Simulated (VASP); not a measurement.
# SnS2: single point with LDA

The system is SnS2.

```
Sn S
1.0
     3.56471    0.00000    0.00000
    -1.78236    3.08713    0.00000
     0.00000    0.00000    5.74821
Sn S
1 2
Direct
  0.00000 0.00000 0.00000
  0.33333 0.66667 0.25000
  0.66667 0.33333 0.75000
```

```
Program                : VASP 6.6.1
Task                   : single point
Functional             : LDA
Potentials or basis    : VASP PAW LDA potentials, release 64 (Sn_d, S)
Cutoff                 : 500 eV
k mesh                 : 5 × 5 × 3
Occupations            : gaussian, width 0.01 eV
Spin                   : no spin polarisation
Dipole correction      : no
Further INCAR settings : ALGO = Normal; EDIFF = 1e-06; NBANDS = 20
```

```json
{"Pressure": "5.3 GPa", "Largest force": "0.624 eV/Å", "Band gap on the k mesh": "1.42 eV (least direct gap 2.01 eV)"}
```

Forces in eV/Å, atoms in the order of the input:
```
Sn   0.000  0.000  0.000
S    0.000  0.000  0.624
S    0.000  0.000 -0.624
```

Stress tensor (GPa, compression positive):
```
5.62 0.00 0.00
0.00 5.62 0.00
0.00 0.00 4.65
```

Levels at points of the mesh, in eV from the valence-band top:
```
           k point  band 9  band 10  band 11  band 12  band 13  band 14  band 15  band 16  band 17  band 18
(0.00, 0.00, 0.00)   -0.74    -0.74    -0.40    -0.40     0.00     2.18     3.51     5.42     5.42     8.87
```

Wall time 9.7 s on 1 thread of Intel(R) Xeon(R) Platinum 8259CL CPU @ 2.50GHz (Skylake/Cascade Lake) (shared host), peak memory 0.15 GiB.

Caveat: the cell stands under pressure; spin-orbit coupling is left out, which moves the levels of the heavy elements; an odd mesh through Γ misses points on the zone boundary, where band edges can lie.
